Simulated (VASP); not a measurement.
# SiC (P6_3mc) in VASP: further runs, part 2 of 3

VASP 6.6.1. Earlier steps stand in the parts before.

## Step 3: Single point, PBEsol

Contents of INCAR:

```
SYSTEM = SiC
PREC = Accurate
ENCUT = 520
EDIFF = 1E-6
ISMEAR = 0
SIGMA = 0.02
LREAL = .False.
LASPH = .True.
NELM = 100
ALGO = Normal
ISIF = 2
LWAVE = .False.
LCHARG = .True.
GGA = PS
LELF = .True.
LVHAR = .True.
NBANDS = 16
```

Contents of KPOINTS:

```
Automatic mesh
0
Gamma
  12 12 6
  0 0 0
```

Contents of POSCAR:

```
SiC
1.0
    3.0918546585      0.0000000000      0.0000000000
   -1.5459273292      2.6776246791      0.0000000000
    0.0000000000      0.0000000000      5.0743103156
Si C
2 2
Direct
    0.6666666667      0.3333333333      0.5045786478
    0.3333333333      0.6666666667      0.0045786478
    0.6666666667      0.3333333333      0.8804213422
    0.3333333333      0.6666666667      0.3804213422
```

Potentials or basis: VASP PAW PBE potentials, release 64 (Si, C).

Command:

```bash
$ cat potpaw_PBE.64/Si/POTCAR potpaw_PBE.64/C/POTCAR > POTCAR
$ mpirun -np 1 vasp_std > vasp.out
```

OUTCAR:

```text
SYSTEM = SiC
   PREC = Accurate
   ENCUT = 520
   EDIFF = 1E-6
   ISMEAR = 0
   LREAL = .False.
   LASPH = .True.
   NELM = 100
   ISIF = 2
   GGA = PS

 ion  position               nearest neighbor table
   1  0.667  0.333  0.505-   4 1.89   4 1.89   4 1.89   3 1.91   2 3.10   2 3.10   2 3.10   2 3.10
                             2 3.10   2 3.10
   2  0.333  0.667  0.005-   3 1.89   3 1.89   3 1.89   4 1.91   1 3.10   1 3.10   1 3.10   1 3.10
                             1 3.10   1 3.10
   3  0.667  0.333  0.880-   2 1.89   2 1.89   2 1.89   1 1.91
   4  0.333  0.667  0.380-   1 1.89   1 1.89   1 1.89   2 1.91

  LATTYP: Found a hexagonal cell.
 ALAT       =     3.0918546585
 C/A-ratio  =     1.6411865615

  Lattice vectors:

 A1 = (   3.0918546585,   0.0000000000,   0.0000000000)
 A2 = (  -1.5459273292,   2.6776246791,   0.0000000000)
 A3 = (   0.0000000000,   0.0000000000,   5.0743103156)

Analysis of symmetry for initial positions (statically):
=====================================================================
 Subroutine PRICEL returns:
 Original cell was already a primitive cell.

 Routine SETGRP: Setting up the symmetry group for a
 hexagonal supercell.

 Subroutine GETGRP returns: Found 12 space group operations
 (whereof  6 operations were pure point group operations)
 out of a pool of 24 trial point group operations.

The static configuration has the point symmetry C_3v.
 The point group associated with its full space group is C_6v.

Analysis of symmetry for dynamics (positions and initial velocities):
=====================================================================
 Subroutine PRICEL returns:
 Original cell was already a primitive cell.

 Routine SETGRP: Setting up the symmetry group for a
 hexagonal supercell.

 Subroutine GETGRP returns: Found 12 space group operations
 (whereof  6 operations were pure point group operations)
 out of a pool of 24 trial point group operations.

The dynamic configuration has the point symmetry C_3v.
 The point group associated with its full space group is C_6v.

 Subroutine INISYM returns: Found 12 space group operations
 (whereof  6 operations are pure point group operations),
 and found     1 'primitive' translations

----------------------------------------------------------------------------------------

                                     Primitive cell

  volume of cell :      42.0093

  direct lattice vectors                    reciprocal lattice vectors
     3.091854658  0.000000000  0.000000000     0.323430468  0.186732668  0.000000000
    -1.545927329  2.677624679  0.000000000     0.000000000  0.373465336  0.000000000
     0.000000000  0.000000000  5.074310316     0.000000000  0.000000000  0.197071117

  length of vectors
     3.091854658  3.091854659  5.074310316     0.373465336  0.373465336  0.197071117

  position of ions in fractional coordinates (direct lattice)
     0.666666667  0.333333333  0.504578648
     0.333333333  0.666666667  0.004578648
     0.666666667  0.333333333  0.880421342
     0.333333333  0.666666667  0.380421342

  ion indices of the primitive-cell ions
   primitive index   ion index
                 1           1
                 2           2
                 3           3
                 4           4

----------------------------------------------------------------------------------------

[... 23 lines left out ...]

 Following reciprocal coordinates:
            Coordinates               Weight
  0.000000  0.000000  0.000000      1.000000
  0.083333 -0.000000  0.000000      6.000000
  0.166667  0.000000  0.000000      6.000000
  0.250000  0.000000  0.000000      6.000000
  0.333333 -0.000000  0.000000      6.000000
  0.416667 -0.000000  0.000000      6.000000
[... 16 lines left out ...]
  0.250000  0.000000  0.166667     12.000000
  0.333333 -0.000000  0.166667     12.000000
 [... further k-points ...]
   k-points           NKPTS =     76   k-points in BZ     NKDIM =     76   number of bands    NBANDS=     16
   number of dos      NEDOS =    301   number of ions     NIONS =      4
   total plane-waves  NPLWV =  23040
   dimension x,y,z NGX =    24 NGY =   24 NGZ =   40
   dimension x,y,z NGXF=    48 NGYF=   48 NGZF=   80
   ions per type =               2   2
   NGX,Y,Z   is equivalent  to a cutoff of  12.90, 12.90, 13.10 a.u.
   NGXF,Y,Z  is equivalent  to a cutoff of  25.81, 25.81, 26.21 a.u.
 SYSTEM =  SiC
   PREC   = accura    normal or accurate (medium, high low for compatibility)
   ISTART =      0    job   : 0-new  1-cont  2-samecut
   ICHARG =      2    charge: 1-file 2-atom 10-const
   ISPIN  =      1    spin polarized calculation?
   LNONCOLLINEAR =      F non collinear calculations
   LSORBIT =      F    spin-orbit coupling
   LASPH  =      T    aspherical Exc in radial PAW
   ENCUT  =  520.0 eV  38.22 Ry    6.18 a.u.   5.75  5.75  9.43*2*pi/ulx,y,z
   NELM   =    100;   NELMIN=  2; NELMDL= -5     # of ELM steps
   EDIFF  = 0.1E-05   stopping-criterion for ELM
   LREAL  =      F    real-space projection
   EDIFFG = 0.1E-04   stopping-criterion for IOM
   NSW    =      0    number of steps for IOM
   IBRION =     -1    ionic relax: 0-MD 1-quasi-New 2-CG
   NFREE  =      0    steps in history (QN), initial steepest desc. (CG)
   ISIF   =      2    stress and relaxation
   ISYM   =      2    0-nonsym 1-usesym 2-fastsym
   POTIM  = 0.5000    time-step for ionic-motion
   TEBEG  =    0.0;   TEEND  =   0.0 temperature during run
   PSTRESS=    0.0 pullay stress
   NELECT =      16.0000    total number of electrons
   NUPDOWN=      -1.0000    fix difference up-down
   EMIN   =  10.00;   EMAX   =-10.00  energy-range for DOS
   EFERMI =   0.00;   METHOD = LEGACY
   ISMEAR =     0;   SIGMA  =   0.02  broadening in eV -4-tet -1-fermi 0-gaus
   EFERMI_NEDOS =   21; number of points for ismear=-14 and -15
   IALGO  =     38    algorithm
   IMIX   =      4    mixing-type and parameters
     AMIX     =   0.40;   BMIX     =  1.00
     AMIX_MAG =   1.60;   BMIX_MAG =  1.00
  volume/ion in A,a.u.               =      10.50        70.87
  Fermi-wavevector in a.u.,A,eV,Ry     =   1.186678  2.242496 19.159788  1.408205
  Thomas-Fermi vector in A             =   2.322846
   LORBIT       =      0    0 simple, 1 ext, 2 COOP (PROOUT), +10 PAW based schemes
   GGA     = PS    functional components
   LHFCALC =     F    Hartree Fock is set to
   AEXX    =    0.0000 exact exchange contribution
   IVDW    =     0    specifies the selected vdW correction
   LEPSILON=     F    determine dielectric tensor
   LRPA    =     F    only Hartree local field effects (RPA)
 non-spin polarized calculation
 Gauss-broadening in eV      SIGMA  =   0.02
  energy-cutoff  :      520.00
  volume of cell :       42.01
 maximum number of plane-waves:      1170
 NGX is ok and might be reduce to    24
   NGX = 11   NGY = 11   NGZ = 19

 number of electron      16.0000000 magnetization

 Free energy of the ion-electron system (eV)
  ---------------------------------------------------
  ext. energy  EPLUGINS =         0.00000000
  ---------------------------------------------------
  free energy    TOTEN  =       -31.81688792 eV

  energy without entropy =      -31.81688792  energy(sigma->0) =      -31.81688792

 E-fermi :   8.1568     XC(G=0): -11.4328

 val. band max:        8.0335520310   @ k =   0.0000   0.0000   0.0000
 cond. band min:      10.1753736468   @ k =   0.3333   0.3333   0.0000
 fundamental gap:      2.1418216158
 Fermi energy:         8.1567888958

 k-point     1 :       0.0000    0.0000    0.0000
  band No.  band energies     occupation
      1      -7.4326      2.00000
      2      -3.8867      2.00000
      3      -0.6399      2.00000
      4       6.7191      2.00000
      5       6.7191      2.00000
      6       7.9221      2.00000
[... 433 lines left out ...]
      3       0.7216      2.00000
      4       2.4006      2.00000
      5       3.2623      2.00000
      6       5.1909      2.00000
[... 8 lines left out ...]
     15      19.1174      0.00000
     16      19.9799      0.00000

 [... further k-points ...]
[... 5 lines left out ...]
  --------------------------------------------------------------------------------------
  -------------------------------------------------------------------------------------
  Total       -0.7940658     -0.7940658     -0.7896728     -0.0000000      0.0000000      0.0000000
  in kB      -30.2845611    -30.2845611    -30.1170188     -0.0000000      0.0000000      0.0000000
  external PRESSURE =     -30.2287137 kB  Pullay stress =       0.0000000 kB

 VOLUME and BASIS-vectors are now :
 -----------------------------------------------------------------------------
  energy-cutoff  :      520.00
  volume of cell :       42.01
      direct lattice vectors                 reciprocal lattice vectors
     3.091854658  0.000000000  0.000000000     0.323430468  0.186732668  0.000000000
    -1.545927329  2.677624679  0.000000000     0.000000000  0.373465336  0.000000000
     0.000000000  0.000000000  5.074310316     0.000000000  0.000000000  0.197071117

 POSITION                                       TOTAL-FORCE (eV/Angst)
 -----------------------------------------------------------------------------------
      1.54593      0.89254      2.56039         0.000000      0.000000      0.001209
     -0.00000      1.78508      0.02323         0.000000      0.000000      0.001209
      1.54593      0.89254      4.46753         0.000000     -0.000000     -0.001209
     -0.00000      1.78508      1.93038        -0.000000      0.000000     -0.001209
 -----------------------------------------------------------------------------------
    total drift:                               -0.000000      0.000000     -0.000085

  FREE ENERGIE OF THE ION-ELECTRON SYSTEM (eV)
  ---------------------------------------------------
  free  energy   TOTEN  =       -31.8168879214 eV

  energy  without entropy=      -31.8168879214  energy(sigma->0) =      -31.81688792
```

OSZICAR:

```text
N       E                     dE             d eps       ncg     rms          rms(c)
DAV:   1     0.228300663624E+02    0.22830E+02   -0.71695E+03  2440   0.895E+02
DAV:   2    -0.327305251867E+02   -0.55561E+02   -0.50400E+02  3456   0.155E+02
DAV:   3    -0.353202159768E+02   -0.25897E+01   -0.25768E+01  3224   0.305E+01
DAV:   4    -0.353399705669E+02   -0.19755E-01   -0.19750E-01  2960   0.328E+00
DAV:   5    -0.353401615094E+02   -0.19094E-03   -0.19094E-03  3176   0.304E-01    0.121E+01
DAV:   6    -0.319416778516E+02    0.33985E+01   -0.59004E+00  3104   0.148E+01    0.556E+00
DAV:   7    -0.318488367173E+02    0.92841E-01   -0.10180E+00  3448   0.584E+00    0.238E+00
DAV:   8    -0.318202409791E+02    0.28596E-01   -0.52751E-02  2808   0.140E+00    0.578E-01
DAV:   9    -0.318167295000E+02    0.35115E-02   -0.68786E-03  3128   0.555E-01    0.113E-01
DAV:  10    -0.318168811967E+02   -0.15170E-03   -0.70925E-04  2920   0.157E-01    0.531E-02
DAV:  11    -0.318168876673E+02   -0.64706E-05   -0.39776E-05  3104   0.458E-02    0.113E-02
DAV:  12    -0.318168879214E+02   -0.25415E-06   -0.37899E-06  2976   0.124E-02
   1 F= -.31816888E+02 E0= -.31816888E+02  d E =-.846216E-21
```

stdout:

```text
POSCAR found type information on POSCAR SiC
 POSCAR found :  2 types and       4 ions
 scaLAPACK will be used
 -----------------------------------------------------------------------------
|                                                                             |
|                                                                             |
|     You enforced a specific xc type in the INCAR file but a different       |
|     I HOPE YOU KNOW WHAT YOU ARE DOING!                                     |
|                                                                             |
 -----------------------------------------------------------------------------

 LDA part: xc-table for (Slater+PW92), standard interpolation
 POSCAR, INCAR and KPOINTS ok, starting setup
 FFT: planning ... GRIDC
 FFT: planning ... GRID_SOFT
 FFT: planning ... GRID
 WAVECAR not read
 entering main loop
```

Run time: 22 s. Hardware: 1 thread of Intel Xeon Platinum 8488C (Sapphire Rapids), shared host; peak memory 0.18 GiB.

What came out:

```
Free energy            : -31.8169 eV
Pressure               : -3.0 GPa
Band gap on the k mesh : 2.14 eV, indirect (least direct gap 3.82 eV)
```

Caveat: the PAW data sets were made with another functional, which shifts forces and pressure a little.

(Part 2 of 3 ends here.)
